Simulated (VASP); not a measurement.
Set up this calculation in VASP 6.6.1, as the native input.

- Task: single point
- Functional: PBE
- Potentials or basis: VASP PAW PBE potentials, release 64 (Ga_d, Sb)
- Cutoff: 520 eV
- k mesh: 14 × 14 × 14
- Occupations: gaussian, width 0.15 eV
- Spin: no spin polarisation
- Dipole correction: no
- Further INCAR settings: ALGO = Normal; EDIFF = 1e-07; NBANDS = 16

The structure of GaSb lies in POSCAR:

```
GaSb
1.0
    0.0000000000      3.3629882051      3.1038192940
    3.1038192940      0.0000000000      3.1038192940
    3.1038192940      3.3629882051      0.0000000000
Ga Sb
1 1
Direct
    0.0000000000      0.0000000000      0.0000000000
    0.7500000000      0.7500000000      0.7500000000
```

The input as run:

INCAR

```
ALGO = Normal
EDIFF = 1E-7
ENCUT = 520
GGA = PE
ISIF = 2
ISMEAR = 0
LASPH = True
LCHARG = False
LREAL = False
LWAVE = False
NBANDS = 16
NELM = 80
PREC = Accurate
SIGMA = 0.15
```

KPOINTS

```
k-points
0
Gamma
  14 14 14
```

Potentials or basis: VASP PAW PBE potentials, release 64 (Ga_d, Sb).

The run is started by

```bash
$ cat potpaw_PBE.64/Ga_d/POTCAR potpaw_PBE.64/Sb/POTCAR > POTCAR
$ mpirun -np 1 vasp_std > vasp.out
```

Results of the run:

```
Pressure               : -2.8 GPa
Band gap on the k mesh : zero (bands 9 and 10 overlap by 0.04 eV)
```

Caveat: semilocal functionals underestimate gaps, and a narrow one can read as zero; spin-orbit coupling is left out, which moves the levels of the heavy elements.

Run time: 2.9 min on 1 thread of AMD EPYC 9R45 96-Core Processor (Zen 5), with other jobs on the host, peak memory 0.38 GiB.
